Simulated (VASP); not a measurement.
Input of a VASP 6.6.1 run:

INCAR

```
SYSTEM = MgS
ALGO     = Normal         ! electronic algorithm
EDIFF    = 1E-7           ! SCF threshold, eV
ENCUT    = 520            ! plane-wave cutoff, eV
ISIF     = 2              ! what is computed and relaxed
ISMEAR   = -1             ! smearing method
LASPH    = .TRUE.         ! aspherical terms in the spheres
LCHARG   = .TRUE.         ! write CHGCAR
LELF     = .TRUE.         ! ELF
LREAL    = .FALSE.        ! projectors in reciprocal space
LVHAR    = .TRUE.       
LWAVE    = .FALSE.        ! write WAVECAR
NBANDS   = 16             ! bands
NELM     = 100            ! most SCF steps
PREC     = Accurate       ! precision mode
SIGMA    = 0.05           ! smearing width, eV
```

The input KPOINTS:

```
k-points
0
G
  8 8 4
  0 0 0
```

POSCAR

```
MgS
1.0
    4.0613425392      0.0000000000      0.0000000000
   -2.0306712696      3.5172258124      0.0000000000
    0.0000000000      0.0000000000      6.4748933962
S Mg
2 2
Direct
    0.6666666667      0.3333333333      0.8792441500
    0.3333333333      0.6666666667      0.3792441500
    0.3333333333      0.6666666667      0.9957548500
    0.6666666667      0.3333333333      0.4957548500
```

Potentials or basis: VASP PAW LDA potentials, release 64 (S, Mg).

Launch:

```bash
$ cat potpaw_LDA.64/S/POTCAR potpaw_LDA.64/Mg/POTCAR > POTCAR
$ mpirun -np 1 vasp_std > vasp.out
```

Q: Estimate the largest force.

A: 0.055 eV/Å.

Q: Estimate the band gap on the k mesh.

A: 3.06 eV, direct.

Q: Estimate the pressure.

A: -3.4 GPa.

Forces in eV/Å, atoms in the order of the input:
```
S    0.000  0.000 -0.055
S    0.000  0.000 -0.055
Mg   0.000  0.000  0.055
Mg   0.000  0.000  0.055
```
